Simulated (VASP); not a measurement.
Write the native input for VASP 6.6.1 that does the following.

```
Task                               : single point
Functional                         : HSE06
Potentials or basis                : VASP PAW PBE potentials, release 64 (Si, C)
Cutoff                             : 520 eV
k mesh                             : 6 × 6 × 6
Occupations                        : fermi-dirac, width 0.02 eV
Spin                               : no spin polarisation
Dipole correction                  : no
Grid for exact exchange (PRECFOCK) : Normal
Further INCAR settings             : ALGO = Normal; EDIFF = 1e-07; NBANDS = 11
Screening parameter                : 0.2079 1/Å
```

Crystal: SiC.

```xyz
2
Lattice="0.0000 2.0139 2.0139 2.0139 0.0000 2.0139 2.0139 2.0139 0.0000" Properties=species:S:1:pos:R:3 pbc="T T T"
Si    0.0000    0.0000    0.0000
C     2.0139    2.0139    2.0139
```

The input as run:

POSCAR

```
SiC
1.0
    0.0000000000      2.0138689999      2.0138689999
    2.0138689999      0.0000000000      2.0138689999
    2.0138689999      2.0138689999      0.0000000000
Si C
1 1
Direct
    0.0000000000      0.0000000000      0.0000000000
    0.5000000000      0.5000000000      0.5000000000
```

INCAR.step1

```
ALGO = Normal ; EDIFF = 1E-5
ENCUT = 520 ; GGA = PE
ISIF = 2 ; ISMEAR = -1
LASPH = True ; LCHARG = False
LREAL = False ; LWAVE = True
NBANDS = 11 ; NELM = 100
PREC = Accurate ; SIGMA = 0.02
```

INCAR.step2

```
ALGO = Normal ; EDIFF = 1E-7
ENCUT = 520 ; GGA = PE
HFSCREEN = 0.2079 ; ISIF = 2
ISMEAR = -1 ; ISTART = 1
LASPH = True ; LCHARG = False
LHFCALC = True ; LREAL = False
LWAVE = False ; NBANDS = 11
NELM = 100 ; PREC = Accurate
PRECFOCK = Normal ; SIGMA = 0.02
```

KPOINTS

```
k-points
0
Gamma
  6 6 6
```

Potentials or basis: VASP PAW PBE potentials, release 64 (Si, C).

The run is started by

```bash
$ cat potpaw_PBE.64/Si/POTCAR potpaw_PBE.64/C/POTCAR > POTCAR
$ cp INCAR.step1 INCAR
$ mpirun -np 1 vasp_std > vasp.out
$ cp INCAR.step2 INCAR
$ mpirun -np 1 vasp_std > vasp.out
```

Results of the run:

| Quantity | Value |
| --- | --- |
| Pressure | -3.2 GPa |
| Band gap on the k mesh | zero (band 4 reaches 12.25 eV, above the bottom of band 5 at 11.96 eV) |

Caveat: the k points lie up to 0.45 Å⁻¹ apart; the PAW data sets were made with another functional, which shifts forces and pressure a little.

Run time: 3.6 min on 1 thread of AMD EPYC 7R13 Processor (Zen 3) (shared host), peak memory 0.21 GiB.
